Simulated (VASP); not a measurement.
Ba2In3Au, 12 atoms in the cell. The typed cell holds 12 atoms: a = 12.020 Å, b = 5.125 Å, c = 8.425 Å, α = 90.00°, β = 47.87°, γ = 90.00°. 

```yaml
Program: VASP 6.6.1
Task: single point
Functional: LDA
Potentials_or_basis: VASP PAW LDA potentials, release 64 (Ba_sv, In_d, Au)
Cutoff: 520 eV
k_mesh: 2 × 3 × 2
Occupations: fermi-dirac, width 0.3 eV
Spin: no spin polarisation
Dipole_correction: no
Further_INCAR_settings: ALGO = Normal; EDIFF = 1e-06; NBANDS = 82
```

Potentials or basis: VASP PAW LDA potentials, release 64 (Ba_sv, In_d, Au).

Run with:

```console
$ cat potpaw_LDA.64/Ba_sv/POTCAR potpaw_LDA.64/In_d/POTCAR potpaw_LDA.64/Au/POTCAR > POTCAR
$ mpirun -np 1 vasp_std > vasp.out
```

Hardware: 1 thread of Intel(R) Xeon(R) Platinum 8259CL CPU @ 2.50GHz (Skylake/Cascade Lake) (shared host).

Problem. How long does it take, and how much memory?

Solution. Wall time 9.1 min on 1 thread of Intel(R) Xeon(R) Platinum 8259CL CPU @ 2.50GHz (Skylake/Cascade Lake), with other jobs on the host, peak memory 0.51 GiB. Counts: scf iterations 15, k points 8.
